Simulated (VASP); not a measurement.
# H (I4/mmm) in VASP: relaxation of the atoms with PBE

Aim: the relaxation of the atoms of H with PBE.

Everything below comes from runs of VASP 6.6.1. Logs are shortened: lines on timing, memory, paths and dates and some standing lists are left out, and cuts for length are marked.

**1. The cell of the first run**

It takes space group I4/mmm (No. 139, tetragonal). Conventional cell: a = 3.710 Å, b = 3.710 Å, c = 4.845 Å, α = 90.00°, β = 90.00°, γ = 90.00°. H (site symmetry 4mm) has 1 H at 0.77 Å within 1.0 Å.

**2. Relaxation of the atoms, PBE (strain along c alone, the other axes held: +6.0 %)**

Contents of INCAR:

```
ALGO = Normal ; EDIFF = 1E-7
EDIFFG = -0.008 ; ENCUT = 520
GGA = PE ; IBRION = 2
ISIF = 2 ; ISMEAR = 0
LASPH = True ; LCHARG = False
LREAL = False ; LWAVE = False
NELM = 80 ; NSW = 60
PREC = Accurate ; SIGMA = 0.02
```

Contents of KPOINTS:

```
k-points
0
Gamma
  6 6 6
```

Contents of POSCAR:

```
H
1.0
    3.7097913310      0.0000000000      0.0000000000
    0.0000000000      3.7097913310      0.0000000000
    0.0000000000      0.0000000000      4.8454503476
H
4
Direct
    0.0000000000      0.0000000000      0.9210366424
    0.0000000000      0.0000000000      0.0789633576
    0.5000000000      0.5000000000      0.4210366424
    0.5000000000      0.5000000000      0.5789633576
```

Potentials or basis: VASP PAW PBE potentials, release 64 (H).

Launch:

```console
$ cat potpaw_PBE.64/H/POTCAR > POTCAR
$ mpirun -np 1 vasp_std > vasp.out
```

OUTCAR:

```text
EDIFF = 1E-7
   EDIFFG = -0.008
   ENCUT = 520
   GGA = PE
   IBRION = 2
   ISIF = 2
   ISMEAR = 0
   LASPH = True
   LREAL = False
   NELM = 80
   NSW = 60
   PREC = Accurate

 ion  position               nearest neighbor table
   1  0.000  0.000  0.921-   2 0.77
   2  0.000  0.000  0.079-   1 0.77
   3  0.500  0.500  0.421-   4 0.77
   4  0.500  0.500  0.579-   3 0.77

  LATTYP: Found a simple tetragonal cell.
 ALAT       =     3.7097913310
 C/A-ratio  =     1.3061247696

  Lattice vectors:

 A1 = (   3.7097913310,   0.0000000000,   0.0000000000)
 A2 = (   0.0000000000,   3.7097913310,   0.0000000000)
 A3 = (   0.0000000000,   0.0000000000,   4.8454503476)

Analysis of symmetry for initial positions (statically):
=====================================================================
 Subroutine PRICEL returns following result:

  LATTYP: Found a body centered tetragonal cell.
 ALAT       =     3.7097913310
 C/A-ratio  =     1.3061247696

  Lattice vectors:

 A1 = (  -1.8548956655,  -1.8548956655,  -2.4227251738)
 A2 = (   1.8548956655,   1.8548956655,  -2.4227251738)
 A3 = (   1.8548956655,  -1.8548956655,   2.4227251738)

   2 primitive cells build up your supercell.

 Routine SETGRP: Setting up the symmetry group for a
 simple tetragonal supercell.

 Subroutine GETGRP returns: Found 16 space group operations
 (whereof 16 operations were pure point group operations)
 out of a pool of 16 trial point group operations.

The static configuration has the point symmetry D_4h.

Analysis of symmetry for dynamics (positions and initial velocities):
=====================================================================
 Subroutine PRICEL returns following result:

  LATTYP: Found a body centered tetragonal cell.
 ALAT       =     3.7097913310
 C/A-ratio  =     1.3061247696

  Lattice vectors:

 A1 = (  -1.8548956655,  -1.8548956655,  -2.4227251738)
 A2 = (   1.8548956655,   1.8548956655,  -2.4227251738)
 A3 = (   1.8548956655,  -1.8548956655,   2.4227251738)

   2 primitive cells build up your supercell.

 Routine SETGRP: Setting up the symmetry group for a
 simple tetragonal supercell.

 Subroutine GETGRP returns: Found 16 space group operations
 (whereof 16 operations were pure point group operations)
 out of a pool of 16 trial point group operations.

The dynamic configuration has the point symmetry D_4h.

 Subroutine INISYM returns: Found 16 space group operations
 (whereof 16 operations are pure point group operations),
 and found     2 'primitive' translations

----------------------------------------------------------------------------------------

                                     Primitive cell

  volume of cell :      33.3429

  direct lattice vectors                    reciprocal lattice vectors
    -1.854895666 -1.854895666 -2.422725174     0.000000000 -0.269556940 -0.206379166
     1.854895666  1.854895666 -2.422725174     0.269556940  0.000000000 -0.206379166
     1.854895666 -1.854895666  2.422725174     0.269556940 -0.269556940  0.000000000

  length of vectors
     3.570836474  3.570836474  3.570836474     0.339489770  0.339489770  0.381211081

  position of ions in fractional coordinates (direct lattice)
     0.078963358  0.078963358  0.000000000
     0.921036642  0.921036642  0.000000000

  ion indices of the primitive-cell ions
   primitive index   ion index
                 1           1
                 2           2

----------------------------------------------------------------------------------------

 KPOINTS: k-points

Automatic generation of k-mesh.
 Grid dimensions read from file:
 generate k-points for:    6    6    6

 Generating k-lattice:

  Cartesian coordinates                     Fractional coordinates (reciprocal lattice)
     0.044926157  0.000000000  0.000000000     0.166666667  0.000000000  0.000000000
     0.000000000  0.044926157  0.000000000     0.000000000  0.166666667  0.000000000
     0.000000000  0.000000000  0.034396528     0.000000000  0.000000000  0.166666667

  Length of vectors
     0.044926157  0.044926157  0.034396528

  Shift w.r.t. Gamma in fractional coordinates (k-lattice)
     0.000000000  0.000000000  0.000000000

 Subroutine IBZKPT returns following result:
 ===========================================

 Found     40 irreducible k-points:

 Following reciprocal coordinates:
            Coordinates               Weight
  0.000000  0.000000  0.000000      1.000000
  0.166667  0.000000  0.000000      4.000000
  0.333333  0.000000  0.000000      4.000000
  0.500000  0.000000  0.000000      2.000000
  0.166667  0.166667  0.000000      4.000000
  0.333333  0.166667  0.000000      8.000000
[... 16 lines left out ...]
  0.333333  0.000000  0.333333      8.000000
  0.500000  0.000000  0.333333      4.000000
 [... further k-points ...]
   k-points           NKPTS =     40   k-points in BZ     NKDIM =     40   number of bands    NBANDS=      6
   number of dos      NEDOS =    301   number of ions     NIONS =      4
   total plane-waves  NPLWV =  28224
   dimension x,y,z NGX =    28 NGY =   28 NGZ =   36
   dimension x,y,z NGXF=    56 NGYF=   56 NGZF=   72
   ions per type =               4
   NGX,Y,Z   is equivalent  to a cutoff of  12.55, 12.55, 12.35 a.u.
   NGXF,Y,Z  is equivalent  to a cutoff of  25.10, 25.10, 24.70 a.u.
 SYSTEM =  unknown system
   PREC   = accura    normal or accurate (medium, high low for compatibility)
   ISTART =      0    job   : 0-new  1-cont  2-samecut
   ICHARG =      2    charge: 1-file 2-atom 10-const
   ISPIN  =      1    spin polarized calculation?
   LNONCOLLINEAR =      F non collinear calculations
   LSORBIT =      F    spin-orbit coupling
   LASPH  =      T    aspherical Exc in radial PAW
   ENCUT  =  520.0 eV  38.22 Ry    6.18 a.u.   6.90  6.90  9.01*2*pi/ulx,y,z
   NELM   =     80;   NELMIN=  2; NELMDL= -5     # of ELM steps
   EDIFF  = 0.1E-06   stopping-criterion for ELM
   LREAL  =      F    real-space projection
   EDIFFG = -.8E-02   stopping-criterion for IOM
   NSW    =     60    number of steps for IOM
   IBRION =      2    ionic relax: 0-MD 1-quasi-New 2-CG
   NFREE  =      1    steps in history (QN), initial steepest desc. (CG)
   ISIF   =      2    stress and relaxation
   ISYM   =      2    0-nonsym 1-usesym 2-fastsym
   POTIM  = 0.5000    time-step for ionic-motion
   TEBEG  =    0.0;   TEEND  =   0.0 temperature during run
   PSTRESS=    0.0 pullay stress
   NELECT =       4.0000    total number of electrons
   NUPDOWN=      -1.0000    fix difference up-down
   EMIN   =  10.00;   EMAX   =-10.00  energy-range for DOS
   EFERMI =   0.00;   METHOD = LEGACY
   ISMEAR =     0;   SIGMA  =   0.02  broadening in eV -4-tet -1-fermi 0-gaus
   EFERMI_NEDOS =   21; number of points for ismear=-14 and -15
   IALGO  =     38    algorithm
   IMIX   =      4    mixing-type and parameters
     AMIX     =   0.40;   BMIX     =  1.00
     AMIX_MAG =   1.60;   BMIX_MAG =  1.00
  volume/ion in A,a.u.               =      16.67       112.50
  Fermi-wavevector in a.u.,A,eV,Ry     =   0.640841  1.211014  5.587607  0.410678
  Thomas-Fermi vector in A             =   1.706983
   LORBIT       =      0    0 simple, 1 ext, 2 COOP (PROOUT), +10 PAW based schemes
   GGA     = PE    functional components
   LHFCALC =     F    Hartree Fock is set to
   AEXX    =    0.0000 exact exchange contribution
   IVDW    =     0    specifies the selected vdW correction
   LEPSILON=     F    determine dielectric tensor
   LRPA    =     F    only Hartree local field effects (RPA)
 conjugate gradient relaxation of ions
 non-spin polarized calculation
 Gauss-broadening in eV      SIGMA  =   0.02
  energy-cutoff  :      520.00
  volume of cell :       66.69
 maximum number of plane-waves:      1819
 NGX is ok and might be reduce to    28
   NGX = 13   NGY = 13   NGZ = 19

--------------------------------------- Ionic step        1  -------------------------------------------

 number of electron       3.9999997 magnetization

 Free energy of the ion-electron system (eV)
  ---------------------------------------------------
  ext. energy  EPLUGINS =         0.00000000
  ---------------------------------------------------
  free energy    TOTEN  =       -13.57239693 eV

  energy without entropy =      -13.57239693  energy(sigma->0) =      -13.57239693

------------------------ aborting loop because EDIFF is reached ----------------------------------------

  FORCE on cell =-STRESS in cart. coord.  units (eV):
  Direction    XX          YY          ZZ          XY          YZ          ZX
  --------------------------------------------------------------------------------------
  -------------------------------------------------------------------------------------
  Total       -0.0588157     -0.0588157     -0.8159745      0.0000000      0.0000000      0.0000000
  in kB       -1.4130941     -1.4130941    -19.6044228      0.0000000      0.0000000      0.0000000
  external PRESSURE =      -7.4768704 kB  Pullay stress =       0.0000000 kB
[... 61 lines left out ...]
  energy  without entropy=      -13.5422858664  energy(sigma->0) =      -13.54228587

--------------------------------------- Ionic step        3  -------------------------------------------

 number of electron       3.9999999 magnetization

 Free energy of the ion-electron system (eV)
  ---------------------------------------------------
  ext. energy  EPLUGINS =         0.00000000
  ---------------------------------------------------
  free energy    TOTEN  =       -13.57962921 eV

  energy without entropy =      -13.57962921  energy(sigma->0) =      -13.57962921

 E-fermi :  -8.9033     XC(G=0):  -4.5299

 val. band max:       -8.9862962899   @ k =   0.0000   0.0000   0.0000
 cond. band min:       0.4183459598   @ k =   0.5000   0.0000   0.5000
 fundamental gap:      9.4046422497
 Fermi energy:        -8.9033463117

 k-point     1 :       0.0000    0.0000    0.0000
  band No.  band energies     occupation
      1     -10.2049      2.00000
      2      -8.9863      2.00000
      3       0.8687      0.00000
      4       2.9383      0.00000
      5       5.6528      0.00000
      6       6.4845      0.00000

 k-point     2 :       0.1667    0.0000    0.0000
  band No.  band energies     occupation
      1     -10.0878      2.00000
      2      -9.0170      2.00000
      3       1.1341      0.00000
      4       2.6955      0.00000
      5       4.1334      0.00000
      6       6.0248      0.00000
[... 190 lines left out ...]
 k-point    24 :       0.5000    0.0000    0.3333
  band No.  band energies     occupation
      1      -9.3851      2.00000
      2      -9.3851      2.00000
      3       0.6668      0.00000
      4       0.6668      0.00000
      5       5.4222      0.00000
      6       5.4222      0.00000

 [... further k-points ...]
[... 5 lines left out ...]
  --------------------------------------------------------------------------------------
  -------------------------------------------------------------------------------------
  Total       -0.0607158     -0.0607158     -0.0795634      0.0000000      0.0000000      0.0000000
  in kB       -1.4587441     -1.4587441     -1.9115719      0.0000000      0.0000000      0.0000000
  external PRESSURE =      -1.6096867 kB  Pullay stress =       0.0000000 kB
[... 19 lines left out ...]
  FREE ENERGIE OF THE ION-ELECTRON SYSTEM (eV)
  ---------------------------------------------------
  free  energy   TOTEN  =       -13.5796292131 eV

  energy  without entropy=      -13.5796292131  energy(sigma->0) =      -13.57962921

 reached required accuracy - stopping structural energy minimisation
```

Wall time 25 s (1 thread of Intel Xeon Platinum 8375C at 2.90GHz (Ice Lake), shared host); peak memory 0.16 GiB.

Results:

- Free energy: -13.5796 eV
- Energy gained by relaxing: 1.8 meV/atom
- Ionic steps: 3
- Pressure after relaxing: -0.2 GPa
- Band gap on the k mesh: 9.40 eV

The path:
```tsv
step	energy change (eV)	largest force (eV/Å)	pressure (GPa)
1	0.0000	0.4828	-0.75
2	0.0301	1.2151	1.22
3	-0.0072	0.0011	-0.16
```

Final structure:
```yaml
crystal:
  lattice:
    - [3.70979, 0.00000, 0.00000]
    - [0.00000, 3.70979, 0.00000]
    - [0.00000, 0.00000, 4.84545]
  atoms:
    - { symbol: H, position: [0.00000, 0.00000, 0.92256] }
    - { symbol: H, position: [0.00000, 0.00000, 0.07744] }
    - { symbol: H, position: [0.50000, 0.50000, 0.42256] }
    - { symbol: H, position: [0.50000, 0.50000, 0.57744] }
```

Caveat: the cell differs from its parent crystal (strain along c alone, the other axes held: +6.0 %).
